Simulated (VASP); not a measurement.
# ReS (Fm-3m) in VASP: further runs, part 2 of 2

VASP 6.6.1. The steps go on from the part before.

### 5 Single point, PBE, collinear spin

This run uses another cell than the first one, of 17.60 Å³/atom.

File INCAR:

```
SYSTEM = ReS
PREC = Accurate
ENCUT = 520
EDIFF = 1E-6
ISMEAR = 0
SIGMA = 0.1
LREAL = .FALSE.
LASPH = .TRUE.
NELM = 150
ALGO = Normal
ISIF = 2
LWAVE = .FALSE.
LCHARG = .FALSE.
ISPIN = 2
MAGMOM = 3.5 0
LORBIT = 11
LMAXMIX = 4
GGA = PE
NBANDS = 18
```

File KPOINTS:

```
regular mesh
0
G
  14 14 14
  0 0 0
```

File POSCAR:

```
ReS
1.0
    0.0000000000      2.6013322957      2.6013322957
    2.6013322957      0.0000000000      2.6013322957
    2.6013322957      2.6013322957      0.0000000000
Re S
1 1
Direct
    0.0000000000      0.0000000000      0.0000000000
    0.5000000000      0.5000000000      0.5000000000
```

Potentials or basis: VASP PAW PBE potentials, release 64 (Re, S).

Run with:

```
> cat potpaw_PBE.64/Re/POTCAR potpaw_PBE.64/S/POTCAR > POTCAR
> mpirun -np 1 vasp_std > vasp.out
```

OUTCAR:

```text
SYSTEM = ReS
   PREC = Accurate
   ENCUT = 520
   EDIFF = 1E-6
   ISMEAR = 0
   LREAL = .FALSE.
   LASPH = .TRUE.
   NELM = 150
   ISIF = 2
   ISPIN = 2
   LORBIT = 11
   GGA = PE

 ion  position               nearest neighbor table
   1  0.000  0.000  0.000-   2 2.60   2 2.60   2 2.60   2 2.60   2 2.60   2 2.60
   2  0.500  0.500  0.500-   1 2.60   1 2.60   1 2.60   1 2.60   1 2.60   1 2.60

  LATTYP: Found a face centered cubic cell.
 ALAT       =     5.2026645914

  Lattice vectors:

 A1 = (   0.0000000000,   2.6013322957,   2.6013322957)
 A2 = (   2.6013322957,   0.0000000000,   2.6013322957)
 A3 = (   2.6013322957,   2.6013322957,   0.0000000000)

Analysis of symmetry for initial positions (statically):
=====================================================================
 Subroutine PRICEL returns:
 Original cell was already a primitive cell.

 Routine SETGRP: Setting up the symmetry group for a
 face centered cubic supercell.

 Subroutine GETGRP returns: Found 48 space group operations
 (whereof 48 operations were pure point group operations)
[... 1197 lines left out ...]
     18      26.1167      0.00000

 [... further k-points ...]

------------------------ aborting loop because EDIFF is reached ----------------------------------------

  FORCE on cell =-STRESS in cart. coord.  units (eV):
  Direction    XX          YY          ZZ          XY          YZ          ZX
  --------------------------------------------------------------------------------------
  -------------------------------------------------------------------------------------
  Total       -3.5732201     -3.5732201     -3.5732201     -0.0000000      0.0000000     -0.0000000
  in kB     -162.6120985   -162.6120985   -162.6120985     -0.0000000      0.0000000     -0.0000000
  external PRESSURE =    -162.6120985 kB  Pullay stress =       0.0000000 kB

 VOLUME and BASIS-vectors are now :
 -----------------------------------------------------------------------------
  energy-cutoff  :      520.00
  volume of cell :       35.21
      direct lattice vectors                 reciprocal lattice vectors
     0.000000000  2.601332296  2.601332296    -0.192209200  0.192209200  0.192209200
     2.601332296  0.000000000  2.601332296     0.192209200 -0.192209200  0.192209200
     2.601332296  2.601332296  0.000000000     0.192209200  0.192209200 -0.192209200

 POSITION                                       TOTAL-FORCE (eV/Angst)
 -----------------------------------------------------------------------------------
      0.00000      0.00000      0.00000        -0.000000     -0.000000     -0.000000
      2.60133      2.60133      2.60133         0.000000      0.000000      0.000000
 -----------------------------------------------------------------------------------
    total drift:                                0.000000      0.000000      0.000000

  FREE ENERGIE OF THE ION-ELECTRON SYSTEM (eV)
  ---------------------------------------------------
  free  energy   TOTEN  =       -14.2428552315 eV

  energy  without entropy=      -14.2339196322  energy(sigma->0) =      -14.23838743

 total charge

# of ion       s       p       d       tot
------------------------------------------
    1        0.417   0.292   4.795   5.504
    2        1.313   2.286   0.000   3.599
--------------------------------------------------
tot          1.731   2.577   4.795   9.103

 magnetization (x)

# of ion       s       p       d       tot
------------------------------------------
    1        0.089   0.014   1.833   1.936
    2        0.007   0.000   0.000   0.007
--------------------------------------------------
tot          0.096   0.014   1.833   1.943
```

stdout:

```text
POSCAR found type information on POSCAR ReS
 POSCAR found :  2 types and       2 ions
 scaLAPACK will be used
 LDA part: xc-table for (Slater+PW92), standard interpolation
 POSCAR, INCAR and KPOINTS ok, starting setup
 FFT: planning ... GRIDC
 FFT: planning ... GRID_SOFT
 FFT: planning ... GRID
 WAVECAR not read
 entering main loop
```

Run time: 85 s. Hardware: 1 thread of AMD EPYC 9R45 (Zen 5), shared host; peak memory 0.21 GiB.

What came out:

| Quantity | Value |
| --- | --- |
| Free energy | -14.2429 eV |
| Pressure | -16.3 GPa |
| Net moment | 2.09 μB per cell |
| Site moments | Re +1.94; S +0.01 μB |
| Valence electrons inside the program's atomic spheres | Re 5.50; S 3.60 |

Levels at points of the mesh, in eV from the Fermi level:
Spin up:
```csv
k point,band 5,band 6,band 7,band 8,band 9,band 10,band 11,band 12
"(0.00, 0.00, 0.00)",-2.72,-2.72,-2.72,-2.30,-2.30,0.81,9.08,11.64
"(0.50, 0.00, 0.00)",-0.93,-0.93,-0.53,2.37,3.69,3.69,5.69,5.69
"(0.50, 0.50, 0.00)",-4.12,-1.49,-0.39,-0.39,-0.22,1.01,9.40,9.68
```
Spin down:
| k point | band 1 | band 2 | band 3 | band 4 | band 5 | band 6 | band 7 | band 8 | band 9 | band 10 |
| --- | --- | --- | --- | --- | --- | --- | --- | --- | --- | --- |
| (0.00, 0.00, 0.00) | -15.64 | -2.82 | -2.82 | -2.82 | -1.46 | -1.46 | -1.46 | -1.37 | -1.37 | 1.42 |
| (0.50, 0.00, 0.00) | -14.09 | -7.99 | -5.52 | -5.52 | 0.56 | 0.56 | 0.87 | 2.69 | 4.39 | 4.39 |
| (0.50, 0.50, 0.00) | -14.39 | -6.25 | -4.09 | -4.09 | -3.06 | -0.50 | 0.68 | 1.20 | 1.20 | 1.95 |

Caveat: the cell stands under tension; spin-orbit coupling is left out, which moves the levels of the heavy elements.

### 6 Overview

| potentials or basis | cell | cutoff (eV) | gap on the mesh (eV) | pressure (GPa) | moment (μB) |
| --- | --- | --- | --- | --- | --- |
| VASP PAW PBE potentials, release 64 (Re_sv_GW, S) | a = 3.386 Å, angles 60.0°, 2 atoms | 500 | none | 18.8 | 0.00 |
| VASP PAW PBE potentials, release 64 (Re, S) | a = 3.527 Å, angles 60.0°, 2 atoms | 520 | none | -3.3 | 1.33 |
| VASP PAW PBE potentials, release 64 (Re, S) | a = 3.594 Å, angles 60.0°, 2 atoms | 520 | none | -9.3 | 1.89 |
| VASP PAW PBE potentials, release 64 (Re, S) | a = 3.679 Å, angles 60.0°, 2 atoms | 520 | none | -16.3 | 2.09 |

Alike in all rows: task single point; level PBE; spin collinear; k mesh 14 × 14 × 14; smearing gaussian 0.1 eV.

Caveats: spin-orbit coupling is left out, which moves the levels of the heavy elements; the cell stands under tension (at least some runs); the cell stands under pressure (at least some runs).

Absolute energies hang on the potentials; compare differences alone.
